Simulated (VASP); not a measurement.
Here is a VASP 6.6.1 calculation.

INCAR

```
  PREC = Accurate
  ENCUT = 520
  EDIFF = 1E-7
  ISMEAR = 0
  SIGMA = 0.15
  LREAL = F
  LASPH = T
  NELM = 80
  ALGO = Fast
  ISIF = 2
  LWAVE = F
  LCHARG = F
  GGA = PS
  NBANDS = 17
```

KPOINTS

```
regular mesh
0
Gamma
  18 18 10
```

File POSCAR:

```
Pt
1.0
    2.8641905764      0.0000000000      0.0000000000
   -1.4320952882      2.3908065546      0.0000000000
    0.0000000000      0.0000000000      4.7921340000
Pt
2
Direct
    0.6666666667      0.3333333333      0.7500000000
    0.3333333333      0.6666666667      0.2500000000
```

Potentials or basis: VASP PAW PBE potentials, release 64 (Pt).

Run with:

```bash
$ cat potpaw_PBE.64/Pt/POTCAR > POTCAR
$ mpirun -np 1 vasp_std > vasp.out
```

Task: Predict the largest force.

Result: 0.013 eV/Å.

Task: Estimate the band gap on the k mesh.

Result: Zero (bands 10 and 11 overlap by 1.18 eV).

Task: Predict the pressure.

Result: -18.5 GPa.

Stress tensor (GPa, compression positive):
```
-21.76   0.00   0.00
  0.00 -16.95   0.00
  0.00   0.00 -16.78
```

Caveat: the cell differs from its parent crystal (strain +0.0375 x Voigt [1, 0, 0, 0, 0, 0]); the cell stands under tension; the PAW data sets were made with another functional, which shifts forces and pressure a little; spin-orbit coupling is left out, which moves the levels of the heavy elements.
